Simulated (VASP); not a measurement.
Here is a VASP 6.6.1 calculation.

INCAR

```
SYSTEM = SnO2
ALGO     = Normal         ! electronic algorithm
EDIFF    = 1E-6           ! SCF threshold, eV
ENCUT    = 520            ! plane-wave cutoff, eV
GGA      = CA             ! functional
ISIF     = 2              ! what is computed and relaxed
ISMEAR   = 0              ! smearing method
LASPH    = .TRUE.         ! aspherical terms in the spheres
LCHARG   = .FALSE.        ! write CHGCAR
LREAL    = .FALSE.        ! projectors in reciprocal space
LWAVE    = .FALSE.        ! write WAVECAR
NBANDS   = 35             ! bands
NELM     = 100            ! most SCF steps
PREC     = Accurate       ! precision mode
SIGMA    = 0.05           ! smearing width, eV
```

Contents of KPOINTS:

```
k-points
0
G
  6 6 10
  0 0 0
```

POSCAR

```
SnO2
1.0
    5.0435805657      0.0000000000      0.0000000000
    0.0000000000      4.7492704512      0.0000000000
    0.0000000000      0.0000000000      3.2082389354
Sn O
2 4
Direct
    0.5000000000      0.5000000000      0.5000000000
    0.0000000000      0.0000000000      0.0000000000
    0.3122371700      0.3037849457      0.0000000000
    0.8122371700      0.1962150543      0.5000000000
    0.1877628300      0.8037849457      0.5000000000
    0.6877628300      0.6962150543      0.0000000000
```

Potentials or basis: VASP PAW LDA potentials, release 64 (Sn_d, O).

Command:

```bash
$ cat potpaw_LDA.64/Sn_d/POTCAR potpaw_LDA.64/O/POTCAR > POTCAR
$ mpirun -np 1 vasp_std > vasp.out
```

(1) Predict the largest force.

(2) Estimate the band gap on the k mesh.

Results:

(1) 0.040 eV/Å.

(2) 0.53 eV.

Caveat: the cell stands under tension; spin-orbit coupling is left out, which moves the levels of the heavy elements.
